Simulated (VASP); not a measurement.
# ZrB2 (P6/mmm) in VASP: notebook

Runs on ZrB2. Level: LDA. Tasks: single point.

Program: VASP 6.6.1. These are calculated values, not measurements. Logs are shortened: lines on timing, memory, paths and dates and some standing lists are left out, and cuts for length are marked.

## 1. The cell of the first run

It takes space group P6/mmm (No. 191, hexagonal). The conventional cell has a = 3.154 Å, b = 3.154 Å, c = 3.508 Å, α = 90.00°, β = 90.00°, γ = 120.00°. Zr (site symmetry 6/mmm) has 12 B at 2.53 Å and 6 Zr at 3.15 Å within 3.3 Å. Within 2.4 Å of B (site symmetry -6m2) lie 3 B at 1.82 Å.

## 2. Single point, LDA (volume scaled by 0.99)

INCAR reads:

```
PREC     = Accurate       # precision mode
ENCUT    = 520            # plane-wave cutoff, eV
EDIFF    = 1E-6           # SCF threshold, eV
ISMEAR   = -1             # smearing method
SIGMA    = 0.03           # smearing width, eV
LREAL    = F              # projectors in reciprocal space
LASPH    = T              # aspherical terms in the spheres
NELM     = 80             # most SCF steps
ALGO     = Normal         # electronic algorithm
ISIF     = 2              # what is computed and relaxed
LWAVE    = F              # write WAVECAR
LCHARG   = F              # write CHGCAR
GGA      = CA             # functional
NBANDS   = 16             # bands
```

KPOINTS reads:

```
Automatic mesh
0
Gamma
  13 13 10
```

POSCAR reads:

```
ZrB2
1.0
    3.1544144627      0.0000000000      0.0000000000
   -1.5772072314      2.7318030588      0.0000000000
    0.0000000000      0.0000000000      3.5082273368
Zr B
1 2
Direct
    0.0000000000      0.0000000000      0.0000000000
    0.3333333333      0.6666666667      0.5000000000
    0.6666666667      0.3333333333      0.5000000000
```

Potentials or basis: VASP PAW LDA potentials, release 64 (Zr_sv, B).

Command:

```console
> cat potpaw_LDA.64/Zr_sv/POTCAR potpaw_LDA.64/B/POTCAR > POTCAR
> mpirun -np 1 vasp_std > vasp.out
```

OUTCAR:

```text
PREC = Accurate
   ENCUT = 520
   EDIFF = 1E-6
   ISMEAR = -1
   LREAL = F
   LASPH = T
   NELM = 80
   ISIF = 2
   GGA = CA

 ion  position               nearest neighbor table
   1  0.000  0.000  0.000-   2 2.53   3 2.53   2 2.53   3 2.53   3 2.53   3 2.53   2 2.53   2 2.53
                             3 2.53   3 2.53   2 2.53   2 2.53
   2  0.333  0.667  0.500-   3 1.82   3 1.82   3 1.82   1 2.53   1 2.53   1 2.53   1 2.53   1 2.53
                             1 2.53
   3  0.667  0.333  0.500-   2 1.82   2 1.82   2 1.82   1 2.53   1 2.53   1 2.53   1 2.53   1 2.53
                             1 2.53

  LATTYP: Found a hexagonal cell.
 ALAT       =     3.1544144627
 C/A-ratio  =     1.1121643583

  Lattice vectors:

 A1 = (   3.1544144627,   0.0000000000,   0.0000000000)
 A2 = (  -1.5772072314,   2.7318030588,   0.0000000000)
 A3 = (   0.0000000000,   0.0000000000,   3.5082273368)

Analysis of symmetry for initial positions (statically):
=====================================================================
 Subroutine PRICEL returns:
 Original cell was already a primitive cell.

 Routine SETGRP: Setting up the symmetry group for a
 hexagonal supercell.

 Subroutine GETGRP returns: Found 24 space group operations
 (whereof 24 operations were pure point group operations)
 out of a pool of 24 trial point group operations.

The static configuration has the point symmetry D_6h.

Analysis of symmetry for dynamics (positions and initial velocities):
=====================================================================
 Subroutine PRICEL returns:
 Original cell was already a primitive cell.

 Routine SETGRP: Setting up the symmetry group for a
 hexagonal supercell.

 Subroutine GETGRP returns: Found 24 space group operations
 (whereof 24 operations were pure point group operations)
 out of a pool of 24 trial point group operations.

The dynamic configuration has the point symmetry D_6h.

 Subroutine INISYM returns: Found 24 space group operations
 (whereof 24 operations are pure point group operations),
 and found     1 'primitive' translations

----------------------------------------------------------------------------------------

                                     Primitive cell

  volume of cell :      30.2312

  direct lattice vectors                    reciprocal lattice vectors
     3.154414463  0.000000000  0.000000000     0.317016046  0.183029299  0.000000000
    -1.577207231  2.731803059  0.000000000     0.000000000  0.366058599  0.000000000
     0.000000000  0.000000000  3.508227337     0.000000000  0.000000000  0.285044241

  length of vectors
     3.154414463  3.154414463  3.508227337     0.366058599  0.366058599  0.285044241

  position of ions in fractional coordinates (direct lattice)
     0.000000000  0.000000000  0.000000000
     0.333333333  0.666666667  0.500000000
     0.666666667  0.333333333  0.500000000

  ion indices of the primitive-cell ions
   primitive index   ion index
                 1           1
                 2           2
                 3           3

----------------------------------------------------------------------------------------

 KPOINTS: Automatic mesh

Automatic generation of k-mesh.
 Grid dimensions read from file:
 generate k-points for:   13   13   10

 Generating k-lattice:

  Cartesian coordinates                     Fractional coordinates (reciprocal lattice)
     0.024385850  0.014079177  0.000000000     0.076923077 -0.000000000  0.000000000
     0.000000000  0.028158354  0.000000000     0.000000000  0.076923077  0.000000000
     0.000000000  0.000000000  0.028504424     0.000000000  0.000000000  0.100000000

  Length of vectors
     0.028158354  0.028158354  0.028504424

  Shift w.r.t. Gamma in fractional coordinates (k-lattice)
     0.000000000  0.000000000  0.000000000

 Subroutine IBZKPT returns following result:
 ===========================================

 Found    126 irreducible k-points:

 Following reciprocal coordinates:
            Coordinates               Weight
  0.000000  0.000000  0.000000      1.000000
  0.076923 -0.000000  0.000000      6.000000
  0.153846 -0.000000  0.000000      6.000000
  0.230769 -0.000000  0.000000      6.000000
  0.307692 -0.000000  0.000000      6.000000
  0.384615 -0.000000  0.000000      6.000000
[... 16 lines left out ...]
  0.076923 -0.000000  0.100000     12.000000
  0.153846 -0.000000  0.100000     12.000000
 [... further k-points ...]
   k-points           NKPTS =    126   k-points in BZ     NKDIM =    126   number of bands    NBANDS=     16
   number of dos      NEDOS =    301   number of ions     NIONS =      3
   total plane-waves  NPLWV =  16128
   dimension x,y,z NGX =    24 NGY =   24 NGZ =   28
   dimension x,y,z NGXF=    48 NGYF=   48 NGZF=   56
   ions per type =               1   2
   NGX,Y,Z   is equivalent  to a cutoff of  12.65, 12.65, 13.27 a.u.
   NGXF,Y,Z  is equivalent  to a cutoff of  25.30, 25.30, 26.54 a.u.
 SYSTEM =  unknown system
   PREC   = accura    normal or accurate (medium, high low for compatibility)
   ISTART =      0    job   : 0-new  1-cont  2-samecut
   ICHARG =      2    charge: 1-file 2-atom 10-const
   ISPIN  =      1    spin polarized calculation?
   LNONCOLLINEAR =      F non collinear calculations
   LSORBIT =      F    spin-orbit coupling
   LASPH  =      T    aspherical Exc in radial PAW
   ENCUT  =  520.0 eV  38.22 Ry    6.18 a.u.   5.87  5.87  6.52*2*pi/ulx,y,z
   NELM   =     80;   NELMIN=  2; NELMDL= -5     # of ELM steps
   EDIFF  = 0.1E-05   stopping-criterion for ELM
   LREAL  =      F    real-space projection
   EDIFFG = 0.1E-04   stopping-criterion for IOM
   NSW    =      0    number of steps for IOM
   IBRION =     -1    ionic relax: 0-MD 1-quasi-New 2-CG
   NFREE  =      0    steps in history (QN), initial steepest desc. (CG)
   ISIF   =      2    stress and relaxation
   ISYM   =      2    0-nonsym 1-usesym 2-fastsym
   POTIM  = 0.5000    time-step for ionic-motion
   TEBEG  =    0.0;   TEEND  =   0.0 temperature during run
   PSTRESS=    0.0 pullay stress
   NELECT =      18.0000    total number of electrons
   NUPDOWN=      -1.0000    fix difference up-down
   EMIN   =  10.00;   EMAX   =-10.00  energy-range for DOS
   EFERMI =   0.00;   METHOD = LEGACY
   ISMEAR =    -1;   SIGMA  =   0.03  broadening in eV -4-tet -1-fermi 0-gaus
   EFERMI_NEDOS =   21; number of points for ismear=-14 and -15
   IALGO  =     38    algorithm
   IMIX   =      4    mixing-type and parameters
     AMIX     =   0.40;   BMIX     =  1.00
     AMIX_MAG =   1.60;   BMIX_MAG =  1.00
  volume/ion in A,a.u.               =      10.08        68.00
  Fermi-wavevector in a.u.,A,eV,Ry     =   1.377253  2.602631 25.807880  1.896826
  Thomas-Fermi vector in A             =   2.502423
   LORBIT       =      0    0 simple, 1 ext, 2 COOP (PROOUT), +10 PAW based schemes
   GGA     = CA    functional components
   LHFCALC =     F    Hartree Fock is set to
   AEXX    =    0.0000 exact exchange contribution
   IVDW    =     0    specifies the selected vdW correction
   LEPSILON=     F    determine dielectric tensor
   LRPA    =     F    only Hartree local field effects (RPA)
 non-spin polarized calculation
  energy-cutoff  :      520.00
  volume of cell :       30.23
 maximum number of plane-waves:       831
 NGX is ok and might be reduce to    24
   NGX = 11   NGY = 11   NGZ = 13

 number of electron      18.0000000 magnetization

 Free energy of the ion-electron system (eV)
  ---------------------------------------------------
  ext. energy  EPLUGINS =         0.00000000
  ---------------------------------------------------
  free energy    TOTEN  =       -27.47557848 eV

  energy without entropy =      -27.47440548  energy(sigma->0) =      -27.47499198

 E-fermi :  10.7599     XC(G=0): -12.6654

 val. band max:       10.7559962023   @ k =   0.3077   0.1538   0.0000
 cond. band min:      10.7664491760   @ k =   0.0769   0.0769   0.3000
 fundamental gap:      0.0104529737
 Fermi energy:        10.7598946052

 k-point     1 :       0.0000    0.0000    0.0000
  band No.  band energies     occupation
      1     -37.6379      2.00000
      2     -15.9898      2.00000
      3     -15.4039      2.00000
      4     -15.4039      2.00000
      5      -1.9839      2.00000
      6       7.9788      2.00000
[... 8 lines left out ...]
     15      15.8581      0.00000
     16      15.8581      0.00000

 k-point     2 :       0.0769   -0.0000    0.0000
  band No.  band energies     occupation
      1     -37.6307      2.00000
      2     -15.9793      2.00000
      3     -15.4659      2.00000
      4     -15.4173      2.00000
      5      -1.8636      2.00000
      6       7.6407      2.00000
[... 8 lines left out ...]
     15      16.3938      0.00000
     16      16.6713      0.00000

 k-point     3 :       0.1538   -0.0000    0.0000
  band No.  band energies     occupation
      1     -37.6107      2.00000
      2     -15.9499      2.00000
      3     -15.6345      2.00000
      4     -15.4542      2.00000
      5      -1.5155      2.00000
      6       6.8139      2.00000
[... 8 lines left out ...]
     15      17.4948      0.00000
     16      17.5245      0.00000

 k-point     4 :       0.2308   -0.0000    0.0000
  band No.  band energies     occupation
      1     -37.5823      2.00000
      2     -15.9082      2.00000
      3     -15.8643      2.00000
      4     -15.5058      2.00000
      5      -0.9717      2.00000
      6       5.7808      2.00000
[... 8 lines left out ...]
     15      17.6878      0.00000
     16      19.1568      0.00000
[... 324 lines left out ...]
 k-point    22 :       0.0000    0.0000    0.1000
  band No.  band energies     occupation
      1     -37.6358      2.00000
      2     -16.0295      2.00000
      3     -15.4011      2.00000
      4     -15.4011      2.00000
      5      -1.8296      2.00000
      6       7.1338      2.00000
[... 8 lines left out ...]
     15      16.8197      0.00000
     16      16.8197      0.00000

 k-point    23 :       0.0769   -0.0000    0.1000
  band No.  band energies     occupation
      1     -37.6286      2.00000
      2     -16.0185      2.00000
      3     -15.4628      2.00000
      4     -15.4145      2.00000
      5      -1.7136      2.00000
      6       7.1761      2.00000
[... 8 lines left out ...]
     15      16.8104      0.00000
     16      17.1698      0.00000

 k-point    24 :       0.1538   -0.0000    0.1000
  band No.  band energies     occupation
      1     -37.6086      2.00000
      2     -15.9882      2.00000
      3     -15.6304      2.00000
      4     -15.4512      2.00000
      5      -1.3786      2.00000
      6       6.8072      2.00000
[... 8 lines left out ...]
     15      17.4304      0.00000
     16      18.1595      0.00000

 [... further k-points ...]

------------------------ aborting loop because EDIFF is reached ----------------------------------------

  FORCE on cell =-STRESS in cart. coord.  units (eV):
  Direction    XX          YY          ZZ          XY          YZ          ZX
  --------------------------------------------------------------------------------------
  -------------------------------------------------------------------------------------
  Total       -0.8985008     -0.8985008     -0.6916871      0.0000000      0.0000000      0.0000000
  in kB      -47.6182223    -47.6182223    -36.6576293      0.0000000      0.0000000      0.0000000
  external PRESSURE =     -43.9646913 kB  Pullay stress =       0.0000000 kB

 VOLUME and BASIS-vectors are now :
 -----------------------------------------------------------------------------
  energy-cutoff  :      520.00
  volume of cell :       30.23
      direct lattice vectors                 reciprocal lattice vectors
     3.154414463  0.000000000  0.000000000     0.317016046  0.183029299  0.000000000
    -1.577207231  2.731803059  0.000000000     0.000000000  0.366058599  0.000000000
     0.000000000  0.000000000  3.508227337     0.000000000  0.000000000  0.285044241

 POSITION                                       TOTAL-FORCE (eV/Angst)
 -----------------------------------------------------------------------------------
      0.00000      0.00000      0.00000         0.000000      0.000000      0.000000
     -0.00000      1.82120      1.75411        -0.000000      0.000000      0.000000
      1.57721      0.91060      1.75411         0.000000      0.000000      0.000000
 -----------------------------------------------------------------------------------
    total drift:                               -0.000000      0.000000      0.000000

  FREE ENERGIE OF THE ION-ELECTRON SYSTEM (eV)
  ---------------------------------------------------
  free  energy   TOTEN  =       -27.4755784755 eV

  energy  without entropy=      -27.4744054808  energy(sigma->0) =      -27.47499198
```

It took 62 s on 1 thread of AMD EPYC 7R13, shared host; peak memory 0.15 GiB.

What came out:

```yaml
Free_energy: -27.4756 eV
Pressure: -4.4 GPa
Band_gap_on_the_k_mesh: zero (band 9 reaches 11.25 eV, above the bottom of band 10 at 10.36 eV)
```

## 3. Single point, LDA (volume scaled by 1.02)

INCAR reads:

```
ALGO = Normal
EDIFF = 1E-6
ENCUT = 520
ISIF = 2
ISMEAR = -1
LASPH = T
LCHARG = T
LELF = T
LREAL = F
LVHAR = T
LWAVE = F
NBANDS = 16
NELM = 100
PREC = Accurate
SIGMA = 0.03
```

KPOINTS reads:

```
k-points
0
Gamma
  13 13 10
```

POSCAR reads:

```
ZrB2
1.0
    3.1859607001      0.0000000000      0.0000000000
   -1.5929803501      2.7591229018      0.0000000000
    0.0000000000      0.0000000000      3.5433119376
Zr B
1 2
Direct
    0.0000000000      0.0000000000      0.0000000000
    0.3333333333      0.6666666667      0.5000000000
    0.6666666667      0.3333333333      0.5000000000
```

Potentials or basis: VASP PAW LDA potentials, release 64 (Zr_sv, B).

Command:

```console
> cat potpaw_LDA.64/Zr_sv/POTCAR potpaw_LDA.64/B/POTCAR > POTCAR
> mpirun -np 1 vasp_std > vasp.out
```

Run time: 78 s. Hardware: 1 thread of AMD EPYC 7R13, shared host; peak memory 0.15 GiB.

Results (log left out):

| Quantity | Value |
| --- | --- |
| Free energy | -27.4309 eV |
| Pressure | -11.3 GPa |
| Band gap on the k mesh | zero (band 9 reaches 10.89 eV, above the bottom of band 10 at 10.03 eV) |

Stress tensor (GPa, compression positive):
```
-11.80   0.00   0.00
  0.00 -11.80   0.00
  0.00   0.00 -10.18
```

Levels at points of the mesh, in eV from the Fermi level:
| k point | band 5 | band 6 | band 7 | band 8 | band 9 | band 10 | band 11 | band 12 | band 13 | band 14 |
| --- | --- | --- | --- | --- | --- | --- | --- | --- | --- | --- |
| (0.00, 0.00, 0.00) | -12.60 | -2.72 | -2.72 | -2.66 | -2.39 | 3.20 | 3.20 | 3.99 | 3.99 | 4.78 |
| (0.00, 0.00, 0.50) | -10.58 | -6.98 | -1.06 | -1.06 | 0.18 | 0.18 | 0.64 | 0.64 | 1.69 | 4.88 |
